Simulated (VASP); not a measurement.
InAs, 2 atoms in the cell. The structure is cubic, space group F-43m (No. 216). Conventional cell: a = 6.036 Å, b = 6.036 Å, c = 6.036 Å, α = 90.00°, β = 90.00°, γ = 90.00°. Within 3.4 Å of In (site symmetry -43m) lie 4 As at 2.61 Å. As (site symmetry -43m) has 4 In at 2.61 Å within 3.4 Å. 

| Property | Result |
| --- | --- |
| Program | VASP 6.6.1 |
| Task | single point |
| Functional | PBE-based screened hybrid |
| Potentials or basis | VASP PAW PBE potentials, release 64 (In_d, As) |
| Cutoff | 520 eV |
| k mesh | 4 × 4 × 4 |
| Occupations | fermi-dirac, width 0.05 eV |
| Spin | no spin polarisation |
| Dipole correction | no |
| Grid for exact exchange (PRECFOCK) | Normal |
| Share of exact exchange | 0.5 |
| Further INCAR settings | ALGO = Normal; EDIFF = 1e-06; NBANDS = 16 |
| Screening parameter | 0.2 1/Å |

Potentials or basis: VASP PAW PBE potentials, release 64 (In_d, As).

Run with:

```bash
$ cat potpaw_PBE.64/In_d/POTCAR potpaw_PBE.64/As/POTCAR > POTCAR
$ cp INCAR.step1 INCAR
$ mpirun -np 1 vasp_std > vasp.out
$ cp INCAR.step2 INCAR
$ mpirun -np 1 vasp_std > vasp.out
```

Hardware: 1 thread of Intel(R) Xeon(R) Platinum 8375C CPU @ 2.90GHz (Ice Lake), with other jobs on the host.

Estimate the wall time of this run.

Run time: 7.2 min on 1 thread of Intel(R) Xeon(R) Platinum 8375C CPU @ 2.90GHz (Ice Lake), with other jobs on the host, peak memory 0.28 GiB. Counts: k points 8.
